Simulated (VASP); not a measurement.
Set up this calculation in VASP 6.6.1, as the native input.

```
Task                   : relaxation of cell and atoms
Functional             : PBE
Potentials or basis    : VASP PAW PBE potentials, release 64 (W_sv)
Cutoff                 : 600 eV
k mesh                 : 10 × 10 × 10
Occupations            : fermi-dirac, width 0.05 eV
Spin                   : no spin polarisation
Dipole correction      : no
Further INCAR settings : ALGO = Normal; EDIFF = 1e-07; IBRION = 2; EDIFFG = -0.01; NSW = 50; ISIF = 3
```

The structure of W lies in POSCAR:

```
W
1.0
    1.5800000000      1.5800000000      1.5800000000
   -1.5800000000      1.5800000000      1.5800000000
   -1.5800000000     -1.5800000000      1.5800000000
W
1
Direct
    0.0000000000      0.0000000000      0.0000000000
```

The input as run:

INCAR

```
PREC     = Accurate       # precision mode
ENCUT    = 600            # plane-wave cutoff, eV
EDIFF    = 1E-7           # SCF threshold, eV
ISMEAR   = -1             # smearing method
SIGMA    = 0.05           # smearing width, eV
LREAL    = False          # projectors in reciprocal space
LASPH    = True           # aspherical terms in the spheres
NELM     = 80             # most SCF steps
ALGO     = Normal         # electronic algorithm
ISIF     = 3              # what is computed and relaxed
LWAVE    = False          # write WAVECAR
LCHARG   = False          # write CHGCAR
GGA      = PE             # functional
IBRION   = 2              # ionic algorithm
NSW      = 50             # ionic steps
EDIFFG   = -0.01          # ionic threshold
```

KPOINTS

```
regular mesh
0
Gamma
  10 10 10
```

Potentials or basis: VASP PAW PBE potentials, release 64 (W_sv).

The run is started by

```bash
$ cat potpaw_PBE.64/W_sv/POTCAR > POTCAR
$ mpirun -np 1 vasp_std > vasp.out
```

Results of the run:

```
Relaxed volume                         : 16.17 Å³/atom
Relaxed cell                           : a = 2.759 Å, b = 2.759 Å, c = 2.759 Å, α = 70.53°, β = 109.47°, γ = 70.53°
Space group after relaxing (to 0.05 Å) : Im-3m (No. 229)
Energy gained by relaxing              : 9.6 meV/atom
Ionic steps                            : 4
Pressure after relaxing                : 0.0 GPa
Band gap on the k mesh                 : zero (band 7 reaches 16.17 eV, above the bottom of band 8 at 9.95 eV)
```

Caveat: spin-orbit coupling is left out, which moves the levels of the heavy elements.

Wall time 35 s on 1 thread of Intel Xeon 8259CL, with other jobs on the host, peak memory 0.15 GiB.
